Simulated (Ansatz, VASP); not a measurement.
ScAl in VASP and in Ansatz

File INCAR:

```
SYSTEM = ScAl
PREC = Accurate
ENCUT = 520
EDIFF = 1E-7
ISMEAR = -1
SIGMA = 0.15
LREAL = .FALSE.
LASPH = .TRUE.
NELM = 100
ALGO = Normal
ISIF = 2
LWAVE = .FALSE.
LCHARG = .TRUE.
GGA = CA
LELF = .TRUE.
LVHAR = .TRUE.
NBANDS = 14
```

Contents of KPOINTS:

```
Automatic mesh
0
G
  12 12 12
  0 0 0
```

POSCAR

```
ScAl
1.0
    3.2881605749      0.0000000000      0.0000000000
    0.0000000000      3.2881605749      0.0000000000
    0.0000000000      0.0000000000      3.2881605749
Sc Al
1 1
Direct
    0.5000000000      0.5000000000      0.5000000000
    0.0000000000      0.0000000000      0.0000000000
```

Input for Ansatz:

```yaml
crystal:
  lattice:
    - [3.2881605749, 0.0, 0.0]
    - [0.0, 3.2881605749, 0.0]
    - [0.0, 0.0, 3.2881605749]
  atoms:
    - { symbol: Sc, position: [0.5, 0.5, 0.5] }
    - { symbol: Al, position: [0.0, 0.0, 0.0] }
basis:
  ecutwfc: 420
kpoints:
  mp_grid: { grid: [12, 12, 12] }
hamiltonian:
  xc: lda
scf:
  occupations: { method: fermi_dirac, width: 0.15 }
output:
  forces: true
  stress: true
  eigenvalues: true
```

Alike in both runs: task single point; functional LDA; k mesh 12 × 12 × 12; occupations fermi-dirac, width 0.15 eV; no spin polarisation.

```csv
,VASP,Ansatz
version,VASP 6.6.1,Ansatz 0.2.0
potentials or method,"VASP PAW LDA potentials, release 64 (Sc_sv, Al), cutoff 520 eV","scalar-relativistic, plane waves, PAW"
valence electrons in the cell,14,14
```

Ansatz gave:

| Property | Result |
| --- | --- |
| gap on the k mesh at the Fermi level (eV) | none |
| pressure (GPa) | 1.8 |

Estimate VASP's values.

gap on the k mesh at the Fermi level (eV): none; pressure (GPa): 2.0.

LDA's correlation is that of Perdew and Zunger in VASP and of Perdew and Wang (1992) in Ansatz. A gap of «none» marks a metal or a gap that the smearing closes.
